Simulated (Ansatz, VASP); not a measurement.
## Two plane-wave programs on Ge

```xyz
4
Lattice="4.0504 0.0000 0.0000 -2.0252 3.5078 0.0000 0.0000 0.0000 10.9934" Properties=species:S:1:pos:R:3 pbc="T T T"
Ge    2.0252    1.1693    4.5606
Ge    0.0000    2.3385   10.0573
Ge    0.0000    0.0000    5.2488
Ge    0.0000    0.0000   10.7455
```

Alike in both runs: task single point; functional PBE; k mesh 8 × 8 × 3; occupations fermi-dirac, width 0.05 eV; no spin polarisation.

```csv
,VASP,Ansatz
version,VASP 6.6.1,Ansatz 0.2.0
potentials or method,"VASP PAW PBE potentials, release 64 (Ge_d)",Ansatz PAW
plane-wave cutoff (eV),520,420
valence electrons in the cell,56,56
```

Ansatz gave:

```
gap on the k mesh at the Fermi level (eV) : 0.68
least direct gap on the mesh (eV)         : 0.68
pressure (GPa)                            : -0.3
rms of the force components (eV/Å)        : 0.016
```

Estimate VASP's values.

gap on the k mesh at the Fermi level (eV): 0.68; least direct gap on the mesh (eV): 0.68; pressure (GPa): -0.3; rms of the force components (eV/Å): 0.014.

Atom by atom the forces differ by 0.001 eV/Å (rms over components). With one functional, cell and mesh, what is left measures potentials, basis and numerics.

Noted on Ansatz's run: odd divisions of the mesh miss points on the zone boundary, where band edges often lie, so the gap on the mesh can be too wide.
